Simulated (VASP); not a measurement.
# ZnO (P6_3mc) in VASP: single point with r2SCAN

Aim: the single point of ZnO with r2SCAN.

Program: VASP 6.6.1. These are calculated values, not measurements. Logs are shortened: lines on timing, memory, paths and dates and some standing lists are left out, and cuts for length are marked.

## Step 1: The cell of the first run

Symmetry: P6_3mc, No. 186, hexagonal system. Conventional cell: a = 3.235 Å, b = 3.235 Å, c = 5.211 Å, α = 90.00°, β = 90.00°, γ = 120.00°. Zn (site symmetry 3m) has 4 O at 1.97 to 1.98 Å within 2.6 Å. Within 2.6 Å of O (site symmetry 3m) lie 4 Zn at 1.97 to 1.98 Å.

## Step 2: Single point, r2SCAN

POSCAR reads:

```
ZnO
1.0
    3.2353408598      0.0000000000      0.0000000000
   -1.6176704299      2.8018873745      0.0000000000
    0.0000000000      0.0000000000      5.2109518167
Zn O
2 2
Direct
    0.3333333333      0.6666666667     -0.0023477537
    0.6666666667      0.3333333333      0.4976522463
    0.3333333333      0.6666666667      0.3773477537
    0.6666666667      0.3333333333      0.8773477537
```

INCAR.step1 reads:

```
  PREC = Accurate
  ENCUT = 520
  ISMEAR = 0
  SIGMA = 0.01
  LREAL = F
  LASPH = T
  NELM = 100
  NBANDS = 26
  GGA = PE
  ALGO = Normal
  EDIFF = 1E-4
  LWAVE = T
  LCHARG = F
```

INCAR.step2 reads:

```
  PREC = Accurate
  ENCUT = 520
  EDIFF = 1E-6
  ISMEAR = 0
  SIGMA = 0.01
  LREAL = F
  LASPH = T
  NELM = 100
  ALGO = Normal
  ISIF = 2
  LWAVE = F
  LCHARG = T
  METAGGA = R2SCAN
  LMIXTAU = T
  LELF = T
  LVHAR = T
  NBANDS = 26
  ISTART = 1
```

KPOINTS reads:

```
Automatic mesh
0
Gamma
  6 6 4
```

Potentials or basis: VASP PAW PBE potentials, release 64 (Zn, O).

Run with:

```bash
$ cat potpaw_PBE.64/Zn/POTCAR potpaw_PBE.64/O/POTCAR > POTCAR
$ cp INCAR.step1 INCAR
$ mpirun -np 1 vasp_std > vasp.out
$ cp INCAR.step2 INCAR
$ mpirun -np 1 vasp_std > vasp.out
```

OUTCAR:

```text
PREC = Accurate
   ENCUT = 520
   EDIFF = 1E-6
   ISMEAR = 0
   LREAL = F
   LASPH = T
   NELM = 100
   ISIF = 2
   METAGGA = R2SCAN
   ISTART = 1

 ion  position               nearest neighbor table
   1  0.333  0.667  0.998-   4 1.97   4 1.97   4 1.97   3 1.98
   2  0.667  0.333  0.498-   3 1.97   3 1.97   3 1.97   4 1.98
   3  0.333  0.667  0.377-   2 1.97   2 1.97   2 1.97   1 1.98
   4  0.667  0.333  0.877-   1 1.97   1 1.97   1 1.97   2 1.98

  LATTYP: Found a hexagonal cell.
 ALAT       =     3.2353408598
 C/A-ratio  =     1.6106345645

  Lattice vectors:

 A1 = (   3.2353408598,   0.0000000000,   0.0000000000)
 A2 = (  -1.6176704299,   2.8018873745,   0.0000000000)
 A3 = (   0.0000000000,   0.0000000000,   5.2109518167)

Analysis of symmetry for initial positions (statically):
=====================================================================
 Subroutine PRICEL returns:
 Original cell was already a primitive cell.

 Routine SETGRP: Setting up the symmetry group for a
 hexagonal supercell.

 Subroutine GETGRP returns: Found 12 space group operations
 (whereof  6 operations were pure point group operations)
 out of a pool of 24 trial point group operations.

The static configuration has the point symmetry C_3v.
 The point group associated with its full space group is C_6v.

Analysis of symmetry for dynamics (positions and initial velocities):
=====================================================================
 Subroutine PRICEL returns:
 Original cell was already a primitive cell.

 Routine SETGRP: Setting up the symmetry group for a
 hexagonal supercell.

 Subroutine GETGRP returns: Found 12 space group operations
 (whereof  6 operations were pure point group operations)
 out of a pool of 24 trial point group operations.

The dynamic configuration has the point symmetry C_3v.
 The point group associated with its full space group is C_6v.

 Subroutine INISYM returns: Found 12 space group operations
 (whereof  6 operations are pure point group operations),
 and found     1 'primitive' translations

----------------------------------------------------------------------------------------

                                     Primitive cell

[... 84 lines left out ...]
   ISPIN  =      1    spin polarized calculation?
   LNONCOLLINEAR =      F non collinear calculations
   LSORBIT =      F    spin-orbit coupling
   LASPH  =      T    aspherical Exc in radial PAW
   ENCUT  =  520.0 eV  38.22 Ry    6.18 a.u.   6.02  6.02  9.69*2*pi/ulx,y,z
   NELM   =    100;   NELMIN=  2; NELMDL=  0     # of ELM steps
   EDIFF  = 0.1E-05   stopping-criterion for ELM
   LREAL  =      F    real-space projection
   EDIFFG = 0.1E-04   stopping-criterion for IOM
   NSW    =      0    number of steps for IOM
   IBRION =     -1    ionic relax: 0-MD 1-quasi-New 2-CG
   NFREE  =      0    steps in history (QN), initial steepest desc. (CG)
   ISIF   =      2    stress and relaxation
   ISYM   =      2    0-nonsym 1-usesym 2-fastsym
   POTIM  = 0.5000    time-step for ionic-motion
   TEBEG  =    0.0;   TEEND  =   0.0 temperature during run
   PSTRESS=    0.0 pullay stress
   NELECT =      36.0000    total number of electrons
   NUPDOWN=      -1.0000    fix difference up-down
   EMIN   =  10.00;   EMAX   =-10.00  energy-range for DOS
   EFERMI =   0.00;   METHOD = LEGACY
   ISMEAR =     0;   SIGMA  =   0.01  broadening in eV -4-tet -1-fermi 0-gaus
   EFERMI_NEDOS =   21; number of points for ismear=-14 and -15
   IALGO  =     38    algorithm
   IMIX   =      4    mixing-type and parameters
     AMIX     =   0.40;   BMIX     =  1.00
     AMIX_MAG =   1.60;   BMIX_MAG =  1.00
  volume/ion in A,a.u.               =      11.81        79.69
  Fermi-wavevector in a.u.,A,eV,Ry     =   1.495362  2.825825 30.424099  2.236108
  Thomas-Fermi vector in A             =   2.607517
   LORBIT       =      0    0 simple, 1 ext, 2 COOP (PROOUT), +10 PAW based schemes
   METAGGA = R2SCAN    functional components
   LHFCALC =     F    Hartree Fock is set to
   AEXX    =    0.0000 exact exchange contribution
   IVDW    =     0    specifies the selected vdW correction
   LEPSILON=     F    determine dielectric tensor
   LRPA    =     F    only Hartree local field effects (RPA)
 non-spin polarized calculation
 Gauss-broadening in eV      SIGMA  =   0.01
  energy-cutoff  :      520.00
  volume of cell :       47.24
 maximum number of plane-waves:      1296
   NGX = 13   NGY = 13   NGZ = 19

 number of electron      36.0000032 magnetization

 Free energy of the ion-electron system (eV)
  ---------------------------------------------------
  ext. energy  EPLUGINS =         0.00000000
  ---------------------------------------------------
  free energy    TOTEN  =       -36.31629886 eV

  energy without entropy =      -36.31629886  energy(sigma->0) =      -36.31629886

 E-fermi :   1.0024     XC(G=0): -11.7061

 val. band max:        0.9202865931   @ k =   0.0000   0.0000   0.0000
 cond. band min:       2.1539255032   @ k =   0.0000   0.0000   0.0000
 fundamental gap:      1.2336389101
 Fermi energy:         1.0023943182

 k-point     1 :       0.0000    0.0000    0.0000
  band No.  band energies     occupation
      1     -18.2252      2.00000
      2     -17.5289      2.00000
      3      -4.9387      2.00000
      4      -4.9387      2.00000
      5      -4.8820      2.00000
      6      -4.8344      2.00000
[... 598 lines left out ...]
     25      17.2993      0.00000
     26      17.2993      0.00000

------------------------ aborting loop because EDIFF is reached ----------------------------------------

  FORCE on cell =-STRESS in cart. coord.  units (eV):
  Direction    XX          YY          ZZ          XY          YZ          ZX
  --------------------------------------------------------------------------------------
  -------------------------------------------------------------------------------------
  Total        0.2967750      0.2967750      0.3156660      0.0000000      0.0000000     -0.0000000
  in kB       10.0658406     10.0658406     10.7065769      0.0000000      0.0000000     -0.0000000
  external PRESSURE =      10.2794194 kB  Pullay stress =       0.0000000 kB

 VOLUME and BASIS-vectors are now :
 -----------------------------------------------------------------------------
  energy-cutoff  :      520.00
  volume of cell :       47.24
      direct lattice vectors                 reciprocal lattice vectors
     3.235340860  0.000000000  0.000000000     0.309086444  0.178451141  0.000000000
    -1.617670430  2.801887375  0.000000000     0.000000000  0.356902283  0.000000000
     0.000000000  0.000000000  5.210951817     0.000000000  0.000000000  0.191903521

 POSITION                                       TOTAL-FORCE (eV/Angst)
 -----------------------------------------------------------------------------------
     -0.00000      1.86792      5.19872        -0.000000      0.000000      0.003276
      1.61767      0.93396      2.59324         0.000000     -0.000000      0.003276
     -0.00000      1.86792      1.96634        -0.000000     -0.000000     -0.003276
      1.61767      0.93396      4.57182        -0.000000      0.000000     -0.003276
 -----------------------------------------------------------------------------------
    total drift:                                0.000001      0.000002     -0.001042

  FREE ENERGIE OF THE ION-ELECTRON SYSTEM (eV)
  ---------------------------------------------------
  free  energy   TOTEN  =       -36.3162988585 eV

  energy  without entropy=      -36.3162988585  energy(sigma->0) =      -36.31629886
```

OUTCAR.step1:

```text
PREC = Accurate
   ENCUT = 520
   ISMEAR = 0
   LREAL = F
[... 834 lines left out ...]
     -0.00000      1.86792      5.19872        -0.000000     -0.000000      0.003632
      1.61767      0.93396      2.59324         0.000000      0.000000      0.003632
     -0.00000      1.86792      1.96634        -0.000000      0.000000     -0.003632
      1.61767      0.93396      4.57182         0.000000     -0.000000     -0.003632
 -----------------------------------------------------------------------------------
    total drift:                                0.000001      0.000001     -0.004481

  FREE ENERGIE OF THE ION-ELECTRON SYSTEM (eV)
  ---------------------------------------------------
  free  energy   TOTEN  =       -17.8061852366 eV

  energy  without entropy=      -17.8061852366  energy(sigma->0) =      -17.80618524
```

OSZICAR.step1:

```text
N       E                     dE             d eps       ncg     rms          rms(c)
DAV:   1     0.299339570966E+03    0.29934E+03   -0.18293E+04  1108   0.203E+03
DAV:   2     0.106019194901E+02   -0.28874E+03   -0.27068E+03  1158   0.414E+02
DAV:   3    -0.204799832452E+02   -0.31082E+02   -0.30693E+02  1230   0.140E+02
DAV:   4    -0.210480603534E+02   -0.56808E+00   -0.56702E+00  1184   0.191E+01
DAV:   5    -0.210508957002E+02   -0.28353E-02   -0.28352E-02  1226   0.141E+00    0.149E+01
DAV:   6    -0.176278644752E+02    0.34230E+01   -0.65187E+00  1680   0.613E+01    0.914E+00
DAV:   7    -0.178445902058E+02   -0.21673E+00   -0.29897E+00  1140   0.170E+01    0.547E+00
DAV:   8    -0.178559456463E+02   -0.11355E-01   -0.50287E-01  1606   0.771E+00    0.165E+00
DAV:   9    -0.178033363643E+02    0.52609E-01   -0.10779E-01  1598   0.657E+00    0.295E-01
DAV:  10    -0.178061301293E+02   -0.27938E-02   -0.38096E-02  1110   0.134E+00    0.134E-01
DAV:  11    -0.178061852366E+02   -0.55107E-04   -0.54423E-04  1184   0.263E-01
   1 F= -.17806185E+02 E0= -.17806185E+02  d E =-.109552E-20
```

It took 40 s on 1 thread of Intel Xeon 6975P-C (Granite Rapids), shared host; peak memory 0.17 GiB.

What came out:

```yaml
Free_energy: -36.3163 eV
Pressure: 1.0 GPa
Largest_force: 0.003 eV/Å
Band_gap_on_the_k_mesh: 1.23 eV, direct
```

Forces in eV/Å, atoms in the order of the input:
```
Zn   0.000  0.000  0.003
Zn   0.000  0.000  0.003
O    0.000  0.000 -0.003
O    0.000  0.000 -0.003
```

Caveat: the PAW data sets were made with another functional, which shifts forces and pressure a little. r2SCAN opens gaps a little over a GGA but as a rule still falls short of measured ones.
